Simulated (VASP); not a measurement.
SnTe: single point with LDA

SnTe:

```
CELL_PARAMETERS angstrom
0.00000 3.61115 3.61115
3.61115 0.00000 3.61115
3.61115 3.61115 0.00000
ATOMIC_POSITIONS crystal
Sn 0.00000 0.00000 0.00000
Te 0.75000 0.75000 0.75000
```

```json
{"Program": "VASP 6.6.1", "Task": "single point", "Functional": "LDA", "Potentials or basis": "VASP PAW LDA potentials, release 64 (Sn_d, Te)", "Cutoff": "520 eV", "k mesh": "6 × 6 × 6", "Occupations": "gaussian, width 0.01 eV", "Spin": "no spin polarisation", "Dipole correction": "no", "Further INCAR settings": "ALGO = Normal; EDIFF = 1e-07; NBANDS = 17"}
```

The pressure is -2.1 GPa and the band gap on the k mesh is 0.19 eV, indirect (least direct gap 0.72 eV).

Levels at points of the mesh, in eV from the valence-band top:
| k point | band 7 | band 8 | band 9 | band 10 | band 11 | band 12 | band 13 | band 14 |
| --- | --- | --- | --- | --- | --- | --- | --- | --- |
| (0.00, 0.00, 0.00) | -5.11 | -1.73 | -1.73 | -1.73 | 1.15 | 1.15 | 1.15 | 4.06 |
| (0.50, 0.00, 0.00) | -6.88 | -2.27 | -2.27 | -1.92 | 1.95 | 1.95 | 3.49 | 5.64 |
| (0.50, 0.50, 0.00) | -7.24 | -2.93 | -2.93 | -0.53 | 0.19 | 4.00 | 4.00 | 5.46 |

It used 25 s of CPU time on 1 thread of Intel Xeon 6975P-C, on a shared host.

Caveat: spin-orbit coupling is left out, which moves the levels of the heavy elements. A k mesh can miss the band edges.
